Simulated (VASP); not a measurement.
Runs of VASP 6.6.1 on TiSi3W. The structure is that of space group P6/mmm (No. 191), or close to it. The cells are those of the table. The cell was generated, and may not be a known phase.

| task | cell | k mesh | cutoff (eV) | gap on the mesh (eV) | pressure (GPa) | relaxed volume (Å³/atom) |
| --- | --- | --- | --- | --- | --- | --- |
| single point | a = 4.967, b = 4.967, c = 4.668 Å, angles 90.0, 90.0, 120.0°, 5 atoms | 12 × 12 × 8 | 520 | none | (a) | - |
| single point | a = 3.644, b = 3.644, c = 7.965 Å, angles 90.0, 90.0, 120.0°, 5 atoms | 6 × 6 × 2 | 520 | none | 138.6 | - |
| relaxation of cell and atoms | relaxed from a = 3.644, b = 3.644, c = 7.965 Å, angles 90.0, 90.0, 120.0°, 5 atoms | 6 × 6 × 2 | 600 | none | 0.0 | (b) |
| single point | a = 4.960, b = 4.960, c = 4.631 Å, angles 90.0, 90.0, 120.0°, 5 atoms | 6 × 6 × 4 | 520 | none | 0.2 | - |
| relaxation of cell and atoms | relaxed from a = 4.926, b = 4.926, c = 4.869 Å, angles 90.0, 90.0, 120.0°, 5 atoms | 6 × 6 × 4 | 600 | none | 0.0 | 19.82 |
| single point | a = 4.926, b = 4.926, c = 4.869 Å, angles 90.0, 90.0, 120.0°, 5 atoms | 6 × 6 × 2 | 520 | none | 0.0 | - |

Alike in all rows: level PBE; potentials or basis VASP PAW PBE potentials, release 64 (Ti_sv, Si, W_sv); no spin polarisation; smearing gaussian 0.1 eV.

Task: Estimate the missing entries.

Result: (a) 0.1; (b) 20.45.

Caveats: some runs use coarse meshes; spin-orbit coupling is left out, which moves the levels of the heavy elements; atoms lie so close that the PAW spheres overlap strongly, which falsifies energies and pressures (at least some runs); a cell axis changed by over 15 % at a fixed basis, so the end point is rough (at least some runs).

A k mesh can miss the band edges, and the runs leave out spin-orbit coupling on W.

A gap of «none» marks levels without a gap at the run's occupations.
